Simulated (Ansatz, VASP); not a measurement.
**Ge: VASP beside Ansatz**

Contents of INCAR:

```
SYSTEM = Ge
PREC = Accurate ; ENCUT = 520
EDIFF = 1E-6 ; ISMEAR = -1
SIGMA = 0.1 ; LREAL = .False.
LASPH = .True. ; NELM = 100
ALGO = Normal ; ISIF = 2
LWAVE = .False. ; LCHARG = .True.
GGA = RE ; LELF = .True.
LVHAR = .True. ; NBANDS = 36
```

Contents of KPOINTS:

```
Automatic mesh
0
Gamma
  16 16 5
  0 0 0
```

File POSCAR:

```
Ge
1.0
    2.9100475721      0.0000000000      0.0000000000
   -1.4550237861      2.5201751237      0.0000000000
    0.0000000000      0.0000000000      9.5403683155
Ge
4
Direct
    1.0000000000      1.0000000000      0.0000000000
    1.0000000000      1.0000000000      0.5000000000
    0.3333333333      0.6666666667      0.2500000000
    0.6666666667      0.3333333333      0.7500000000
```

Input for Ansatz:

```yaml
crystal:
  lattice:
    - [2.9100475721, 0.0, 0.0]
    - [-1.4550237861, 2.5201751237, 0.0]
    - [0.0, 0.0, 9.5403683155]
  atoms:
    - { symbol: Ge, position: [1.0, 1.0, 0.0] }
    - { symbol: Ge, position: [1.0, 1.0, 0.5] }
    - { symbol: Ge, position: [0.3333333333, 0.6666666667, 0.25] }
    - { symbol: Ge, position: [0.6666666667, 0.3333333333, 0.75] }
hamiltonian:
  xc: revpbe
  pseudopotentials:
    kind: paw
    azcp:
      Ge: "pseudopotentials/Ge.paw.azcp"
basis:
  ecutwfc: 420
  fft_grid_basis: typed
kpoints:
  mp_grid: { grid: [16, 16, 5], shift: [0, 0, 0] }
magnetization:
  spin_polarized: false
scf:
  occupations: { method: fermi_dirac, width: 0.1 }
output:
  stress: true
```

Alike in both runs: task single point; functional revPBE; k mesh 16 × 16 × 5; occupations fermi-dirac, width 0.1 eV; no spin polarisation.

|  | VASP | Ansatz |
| --- | --- | --- |
| version | VASP 6.6.1 | Ansatz 0.2.0 |
| potentials or method | VASP PAW PBE potentials, release 64 (Ge_d), cutoff 520 eV | plane waves (420 eV) with PAW, scalar-relativistic |
| valence electrons in the cell | 56 | 56 |

Ansatz gave:

| Quantity | Value |
| --- | --- |
| pressure (GPa) | 9.8 |
| traceless stress, the component that is largest in VASP (GPa) | 0.92 |

Question: Estimate VASP's values.

Answer: Pressure (GPa): 10.1; traceless stress, the component that is largest in VASP (GPa): 0.92.

VASP's potentials were made for PBE, not for revPBE.
